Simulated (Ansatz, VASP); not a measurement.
# One calculation of Co, two programs

File INCAR:

```
SYSTEM = Co
  PREC = Accurate
  ENCUT = 690
  EDIFF = 1E-6
  ISMEAR = 0
  SIGMA = 0.1
  LREAL = .FALSE.
  LASPH = .TRUE.
  NELM = 200
  ALGO = Normal
  ISIF = 2
  LWAVE = .FALSE.
  LCHARG = .FALSE.
  ISPIN = 2
  MAGMOM = 1.83 1.83
  LORBIT = 11
  LMAXMIX = 4
  GGA = RP
  NBANDS = 28
  GGA_COMPAT = .FALSE.
```

The input KPOINTS:

```
Automatic mesh
0
G
  3 3 1
  0 0 0
```

File POSCAR:

```
Co
1.0
    2.5045299482      0.0000000000      0.0000000000
   -1.2522649741      2.1689865596      0.0000000000
    0.0000000000      0.0000000000      4.0740599388
Co
2
Direct
    0.3333333333      0.6666666667      0.2500000000
    0.6666666667      0.3333333333      0.7500000000
```

Input for Ansatz:

```yaml
crystal:
  lattice:
    - [2.5045299482, 0.0, 0.0]
    - [-1.2522649741, 2.1689865596, 0.0]
    - [0.0, 0.0, 4.0740599388]
  atoms:
    - { symbol: Co, position: [0.3333333333, 0.6666666667, 0.25], spin: 1.83 }
    - { symbol: Co, position: [0.6666666667, 0.3333333333, 0.75], spin: 1.83 }
basis:
  ecutwfc: 420
kpoints:
  mp_grid: { grid: [3, 3, 1] }
hamiltonian:
  xc: rpbe
scf:
  occupations: { method: gaussian, width: 0.1 }
  self_checks: high
output:
  forces: true
  stress: true
  eigenvalues: true
  populations: true
magnetization:
  spin_polarized: true
```

Alike in both runs: task single point; functional RPBE; k mesh 3 × 3 × 1; occupations gaussian, width 0.1 eV; collinear spin.

```csv
,VASP,Ansatz
version,VASP 6.6.1,Ansatz 0.2.0
potentials or method,"VASP PAW PBE potentials, release 64 (Co_sv), cutoff 690 eV","scalar-relativistic, plane waves, PAW"
valence electrons in the cell,34,34
```

|  | VASP | Ansatz | Ansatz less VASP |
| --- | --- | --- | --- |
| gap on the k mesh at the Fermi level (eV) | none | none | - |
| pressure (GPa) | -0.2 | 1.3 | +1.46 |
| traceless stress, the component that is largest in VASP (GPa) | 0.09 | 0.27 | +0.174 |
| net moment per atom (μB) | 1.88 | 1.88 | +0.002 |
| size of the moment on the site where the two differ most (μB) | 1.94 | 1.95 | +0.012 |

VASP's potentials were made for PBE, not for RPBE. Site moments also hang on the region over which each program counts them. A gap of «none» marks a metal or a gap that the smearing closes.

The k mesh is coarse, so the values compare programs but aren't converged.
